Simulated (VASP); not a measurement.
Set up this calculation in VASP 6.6.1, as the native input.

* Task: single point
* Functional: PBEsol
* Potentials or basis: VASP PAW PBE potentials, release 64 (Mg)
* Cutoff: 520 eV
* k mesh: 13 × 13 × 13
* Occupations: fermi-dirac, width 0.1 eV
* Spin: no spin polarisation
* Dipole correction: no
* Further INCAR settings: ALGO = Normal; EDIFF = 1e-06; NBANDS = 7

The structure of Mg lies in POSCAR:

```
Mg
1.0
    2.7240252233      0.0000000000      0.0000000000
    0.0000000000      2.7240252233      0.0000000000
    0.0000000000      0.0000000000      2.7240252233
Mg
1
Direct
    0.0000000000      0.0000000000      0.0000000000
```

This cell differs from its parent crystal: volume scaled by 0.75.

The input as run:

INCAR

```
PREC     = Accurate       # precision mode
ENCUT    = 520            # plane-wave cutoff, eV
EDIFF    = 1E-6           # SCF threshold, eV
ISMEAR   = -1             # smearing method
SIGMA    = 0.1            # smearing width, eV
LREAL    = False          # projectors in reciprocal space
LASPH    = True           # aspherical terms in the spheres
NELM     = 100            # most SCF steps
ALGO     = Normal         # electronic algorithm
ISIF     = 2              # what is computed and relaxed
LWAVE    = False          # write WAVECAR
LCHARG   = False          # write CHGCAR
GGA      = PS             # functional
NBANDS   = 7              # bands
```

KPOINTS

```
regular mesh
0
Gamma
  13 13 13
```

Potentials or basis: VASP PAW PBE potentials, release 64 (Mg).

The run is started by

```bash
$ cat potpaw_PBE.64/Mg/POTCAR > POTCAR
$ mpirun -np 1 vasp_std > vasp.out
```

Results of the run:

```
Pressure               : 12.0 GPa
Band gap on the k mesh : zero (band 1 reaches 7.74 eV, above the bottom of band 2 at 1.50 eV)
```

Caveat: the PAW data sets were made with another functional, which shifts forces and pressure a little.

Wall time 4.5 s on 1 thread of Intel(R) Xeon(R) Platinum 8488C (Sapphire Rapids), with other jobs on the host, peak memory 0.13 GiB.
